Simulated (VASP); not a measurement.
# KTaO3 (P4/mmm) in VASP: a series of runs, part 2 of 2

VASP 6.6.1. Earlier steps stand in the parts before.

**3. Single point, r2SCAN (strain -0.025 along x and y, +0.000 along z)**

Input file POSCAR:

```
KTaO3
1.0
    3.8885925000      0.0000000000      0.0000000000
    0.0000000000      3.8885925000      0.0000000000
    0.0000000000      0.0000000000      3.9883000000
K Ta O
1 1 3
Direct
    0.5000000000      0.5000000000      0.5000000000
    0.0000000000      0.0000000000      0.0000000000
    0.5000000000      0.0000000000      0.0000000000
    0.0000000000      0.5000000000      0.0000000000
    0.0000000000      0.0000000000      0.5000000000
```

Input file INCAR.step1:

```
PREC = Accurate ; ENCUT = 520
ISMEAR = 0 ; SIGMA = 0.05
LREAL = False ; LASPH = True
NELM = 60 ; NBANDS = 27
GGA = PE ; ALGO = Normal
EDIFF = 1E-4 ; LWAVE = True
LCHARG = False
```

Input file INCAR.step2:

```
PREC = Accurate ; ENCUT = 520
EDIFF = 1E-6 ; ISMEAR = 0
SIGMA = 0.05 ; LREAL = False
LASPH = True ; NELM = 60
ALGO = Normal ; ISIF = 2
LWAVE = False ; LCHARG = False
METAGGA = R2SCAN ; LMIXTAU = True
NBANDS = 27 ; ISTART = 1
```

Input file KPOINTS:

```
regular mesh
0
Gamma
  6 6 6
```

Potentials or basis: VASP PAW PBE potentials, release 64 (K_sv, Ta_pv, O).

Run with:

```bash
$ cat potpaw_PBE.64/K_sv/POTCAR potpaw_PBE.64/Ta_pv/POTCAR potpaw_PBE.64/O/POTCAR > POTCAR
$ cp INCAR.step1 INCAR
$ mpirun -np 1 vasp_std > vasp.out
$ cp INCAR.step2 INCAR
$ mpirun -np 1 vasp_std > vasp.out
```

OUTCAR:

```text
PREC = Accurate
   ENCUT = 520
   EDIFF = 1E-6
   ISMEAR = 0
   LREAL = False
   LASPH = True
   NELM = 60
   ISIF = 2
   METAGGA = R2SCAN
   ISTART = 1

 ion  position               nearest neighbor table
   1  0.500  0.500  0.500-   5 2.75   5 2.75   5 2.75   5 2.75   4 2.79   3 2.79   4 2.79   3 2.79
                             4 2.79   3 2.79   4 2.79   3 2.79   2 3.40   2 3.40   2 3.40   2 3.40
   2  0.000  0.000  0.000-   3 1.94   4 1.94   4 1.94   3 1.94   5 1.99   5 1.99   1 3.40   1 3.40
                             1 3.40   1 3.40   1 3.40   1 3.40   1 3.40   1 3.40
   3  0.500  0.000  0.000-   2 1.94   2 1.94   1 2.79   1 2.79   1 2.79   1 2.79
   4  0.000  0.500  0.000-   2 1.94   2 1.94   1 2.79   1 2.79   1 2.79   1 2.79
   5  0.000  0.000  0.500-   2 1.99   2 1.99   1 2.75   1 2.75   1 2.75   1 2.75

  LATTYP: Found a simple tetragonal cell.
 ALAT       =     3.8885925000
 C/A-ratio  =     1.0256410256

  Lattice vectors:

 A1 = (   3.8885925000,   0.0000000000,   0.0000000000)
 A2 = (   0.0000000000,   3.8885925000,   0.0000000000)
 A3 = (   0.0000000000,   0.0000000000,   3.9883000000)

Analysis of symmetry for initial positions (statically):
=====================================================================
 Subroutine PRICEL returns:
 Original cell was already a primitive cell.

 Routine SETGRP: Setting up the symmetry group for a
 simple tetragonal supercell.

 Subroutine GETGRP returns: Found 16 space group operations
 (whereof 16 operations were pure point group operations)
 out of a pool of 16 trial point group operations.

The static configuration has the point symmetry D_4h.

Analysis of symmetry for dynamics (positions and initial velocities):
=====================================================================
 Subroutine PRICEL returns:
 Original cell was already a primitive cell.

 Routine SETGRP: Setting up the symmetry group for a
 simple tetragonal supercell.

[... 125 lines left out ...]
   ISMEAR =     0;   SIGMA  =   0.05  broadening in eV -4-tet -1-fermi 0-gaus
   EFERMI_NEDOS =   21; number of points for ismear=-14 and -15
   IALGO  =     38    algorithm
   IMIX   =      4    mixing-type and parameters
     AMIX     =   0.40;   BMIX     =  1.00
     AMIX_MAG =   1.60;   BMIX_MAG =  1.00
  volume/ion in A,a.u.               =      12.06        81.40
  Fermi-wavevector in a.u.,A,eV,Ry     =   1.403498  2.652227 26.800847  1.969807
  Thomas-Fermi vector in A             =   2.526154
   LORBIT       =      0    0 simple, 1 ext, 2 COOP (PROOUT), +10 PAW based schemes
   METAGGA = R2SCAN    functional components
   LHFCALC =     F    Hartree Fock is set to
   AEXX    =    0.0000 exact exchange contribution
   IVDW    =     0    specifies the selected vdW correction
   LEPSILON=     F    determine dielectric tensor
   LRPA    =     F    only Hartree local field effects (RPA)
 non-spin polarized calculation
 Gauss-broadening in eV      SIGMA  =   0.05
  energy-cutoff  :      520.00
  volume of cell :       60.31
 maximum number of plane-waves:      1641
 NGX is ok and might be reduce to    30
   NGX = 15   NGY = 15   NGZ = 15

 number of electron      38.0000004 magnetization

 Free energy of the ion-electron system (eV)
  ---------------------------------------------------
  ext. energy  EPLUGINS =         0.00000000
  ---------------------------------------------------
  free energy    TOTEN  =       -86.98239317 eV

  energy without entropy =      -86.98239317  energy(sigma->0) =      -86.98239317

 E-fermi :   2.0611     XC(G=0): -11.8457

 val. band max:        1.7888731029   @ k =   0.5000   0.5000   0.5000
 cond. band min:       4.4832673489   @ k =   0.0000   0.0000   0.0000
 fundamental gap:      2.6943942460
 Fermi energy:         2.0610628105

 k-point     1 :       0.0000    0.0000    0.0000
  band No.  band energies     occupation
      1     -33.2783      2.00000
      2     -33.2783      2.00000
      3     -33.2273      2.00000
      4     -26.6388      2.00000
      5     -17.0123      2.00000
      6     -16.4260      2.00000
[... 709 lines left out ...]
     26      13.4918      0.00000
     27      13.6136      0.00000

 [... further k-points ...]
[... 5 lines left out ...]
  --------------------------------------------------------------------------------------
  -------------------------------------------------------------------------------------
  Total        6.6204802      6.6204802      2.2360604      0.0000000     -0.0000000      0.0000000
  in kB      175.8844264    175.8844264     59.4047859      0.0000000     -0.0000000      0.0000000
  external PRESSURE =     137.0578795 kB  Pullay stress =       0.0000000 kB

 VOLUME and BASIS-vectors are now :
 -----------------------------------------------------------------------------
  energy-cutoff  :      520.00
  volume of cell :       60.31
      direct lattice vectors                 reciprocal lattice vectors
     3.888592500  0.000000000  0.000000000     0.257162457  0.000000000  0.000000000
     0.000000000  3.888592500  0.000000000     0.000000000  0.257162457  0.000000000
     0.000000000  0.000000000  3.988300000     0.000000000  0.000000000  0.250733395

 POSITION                                       TOTAL-FORCE (eV/Angst)
 -----------------------------------------------------------------------------------
      1.94430      1.94430      1.99415         0.000000      0.000000      0.000000
      0.00000      0.00000      0.00000         0.000000      0.000000      0.000000
      1.94430      0.00000      0.00000         0.000000      0.000000      0.000000
      0.00000      1.94430      0.00000         0.000000      0.000000      0.000000
      0.00000      0.00000      1.99415         0.000000      0.000000      0.000000
 -----------------------------------------------------------------------------------
    total drift:                                0.000000     -0.000000      0.000000

  FREE ENERGIE OF THE ION-ELECTRON SYSTEM (eV)
  ---------------------------------------------------
  free  energy   TOTEN  =       -86.9823931702 eV

  energy  without entropy=      -86.9823931702  energy(sigma->0) =      -86.98239317
```

OUTCAR.step1:

```text
PREC = Accurate
   ENCUT = 520
   ISMEAR = 0
   LREAL = False
   LASPH = True
[... 955 lines left out ...]
      0.00000      0.00000      0.00000         0.000000      0.000000      0.000000
      1.94430      0.00000      0.00000         0.000000      0.000000      0.000000
      0.00000      1.94430      0.00000         0.000000      0.000000      0.000000
      0.00000      0.00000      1.99415         0.000000      0.000000      0.000000
 -----------------------------------------------------------------------------------
    total drift:                                0.000000     -0.000000      0.000000

  FREE ENERGIE OF THE ION-ELECTRON SYSTEM (eV)
  ---------------------------------------------------
  free  energy   TOTEN  =       -40.7550564125 eV

  energy  without entropy=      -40.7550564125  energy(sigma->0) =      -40.75505641
```

OSZICAR.step1:

```text
N       E                     dE             d eps       ncg     rms          rms(c)
DAV:   1     0.325839019689E+03    0.32584E+03   -0.20806E+04  2160   0.143E+03
DAV:   2    -0.302197782979E+02   -0.35606E+03   -0.34541E+03  2559   0.410E+02
DAV:   3    -0.484815669810E+02   -0.18262E+02   -0.18181E+02  2955   0.908E+01
DAV:   4    -0.491507186427E+02   -0.66915E+00   -0.66802E+00  3624   0.108E+01
DAV:   5    -0.491545535733E+02   -0.38349E-02   -0.38347E-02  2789   0.808E-01    0.377E+01
DAV:   6    -0.409231622864E+02    0.82314E+01   -0.33063E+01  2568   0.404E+01    0.147E+01
DAV:   7    -0.408110004219E+02    0.11216E+00   -0.14772E+00  2859   0.806E+00    0.101E+01
DAV:   8    -0.407694957688E+02    0.41505E-01   -0.31591E-01  2602   0.468E+00    0.285E+00
DAV:   9    -0.407557216081E+02    0.13774E-01   -0.30832E-02  2720   0.129E+00    0.370E-01
DAV:  10    -0.407550263963E+02    0.69521E-03   -0.87966E-03  3004   0.621E-01    0.624E-02
DAV:  11    -0.407550564125E+02   -0.30016E-04   -0.44657E-04  2832   0.145E-01
   1 F= -.40755056E+02 E0= -.40755056E+02  d E =-.207245E-15
```

Run time: 1.8 min. Hardware: 1 thread of Intel Xeon 6975P-C (Granite Rapids), shared host; peak memory 0.21 GiB.

Results:

```yaml
Free_energy: -86.9824 eV
Pressure: 13.7 GPa
Band_gap_on_the_k_mesh: 2.69 eV (least direct gap 3.31 eV)
```

Caveat: the cell differs from its parent crystal (strain -0.025 along x and y, +0.000 along z); the stress differs along the axes, from 6 to 18 GPa; the PAW data sets were made with another functional, which shifts forces and pressure a little; spin-orbit coupling is left out, which moves the levels of the heavy elements. A k mesh can miss the band edges.

**4. Single point, r2SCAN (strain -0.025 along x and y, +0.025 along z)**

POSCAR, as its differences from that of step 3:

```diff
@@ -4,3 +4,3 @@
     0.0000000000      3.8885925000      0.0000000000
-    0.0000000000      0.0000000000      3.9883000000
+    0.0000000000      0.0000000000      4.0880075000
 K Ta O
```

Input file INCAR.step1:

```
ALGO = Normal ; EDIFF = 1E-4
ENCUT = 520 ; GGA = PE
ISMEAR = 0 ; LASPH = True
LCHARG = False ; LREAL = False
LWAVE = True ; NBANDS = 27
NELM = 60 ; PREC = Accurate
SIGMA = 0.05
```

Input file INCAR.step2:

```
ALGO = Normal ; EDIFF = 1E-6
ENCUT = 520 ; ISIF = 2
ISMEAR = 0 ; ISTART = 1
LASPH = True ; LCHARG = False
LMIXTAU = True ; LREAL = False
LWAVE = False ; METAGGA = R2SCAN
NBANDS = 27 ; NELM = 60
PREC = Accurate ; SIGMA = 0.05
```

Input file KPOINTS:

```
k-points
0
Gamma
  6 6 6
```

Run with:

```bash
$ cat potpaw_PBE.64/K_sv/POTCAR potpaw_PBE.64/Ta_pv/POTCAR potpaw_PBE.64/O/POTCAR > POTCAR
$ cp INCAR.step1 INCAR
$ mpirun -np 1 vasp_std > vasp.out
$ cp INCAR.step2 INCAR
$ mpirun -np 1 vasp_std > vasp.out
```

Wall time 1.8 min (1 thread of Intel Xeon 6975P-C (Granite Rapids), shared host); peak memory 0.21 GiB.

The run converged. Its results:

| Property | Result |
| --- | --- |
| Free energy | -86.9849 eV |
| Pressure | 8.2 GPa |
| Band gap on the k mesh | 2.60 eV (least direct gap 3.20 eV) |

Stress tensor (GPa, compression positive):
```
14.95  0.00  0.00
 0.00 14.95  0.00
 0.00  0.00 -5.34
```

Levels at points of the mesh, in eV from the valence-band top:
```tsv
k point	band 17	band 18	band 19	band 20	band 21	band 22
(0.00, 0.00, 0.00)	-0.70	-0.60	-0.60	2.60	2.60	2.67
(0.50, 0.00, 0.00)	-1.53	-0.93	-0.81	2.79	5.82	5.82
(0.50, 0.50, 0.00)	-1.17	-1.17	-0.12	5.86	5.86	7.32
(0.00, 0.00, 0.50)	-1.75	-0.98	-0.98	2.80	5.14	5.14
(0.50, 0.00, 0.50)	-1.72	-1.71	-0.07	5.20	5.84	6.86
(0.50, 0.50, 0.50)	-0.09	0.00	0.00	7.02	7.02	7.46
```

Caveat: the cell differs from its parent crystal (strain -0.025 along x and y, +0.025 along z); the stress differs along the axes, from -5 to 15 GPa; the PAW data sets were made with another functional, which shifts forces and pressure a little; spin-orbit coupling is left out, which moves the levels of the heavy elements. A k mesh can miss the band edges.

**5. The runs side by side**

```tsv
cell	gap on the mesh (eV)	pressure (GPa)
a = 3.988, b = 3.988, c = 3.789 Å, 5 atoms	2.62	14.8
a = 3.889, b = 3.889, c = 3.988 Å, 5 atoms	2.69	13.7
a = 3.889, b = 3.889, c = 4.088 Å, 5 atoms	2.60	8.2
```

Alike in all rows: task single point; level r2SCAN; potentials or basis VASP PAW PBE potentials, release 64 (K_sv, Ta_pv, O); no spin polarisation; k mesh 6 × 6 × 6; cutoff (eV) 520; smearing gaussian 0.05 eV.

Caveats: the PAW data sets were made with another functional, which shifts forces and pressure a little; spin-orbit coupling is left out, which moves the levels of the heavy elements; the stress differs along the axes, from 6 to 32 GPa (at least some runs); the stress differs along the axes, from 6 to 18 GPa (at least some runs); the stress differs along the axes, from -5 to 15 GPa (at least some runs).

Absolute energies hang on the potentials; compare differences alone.
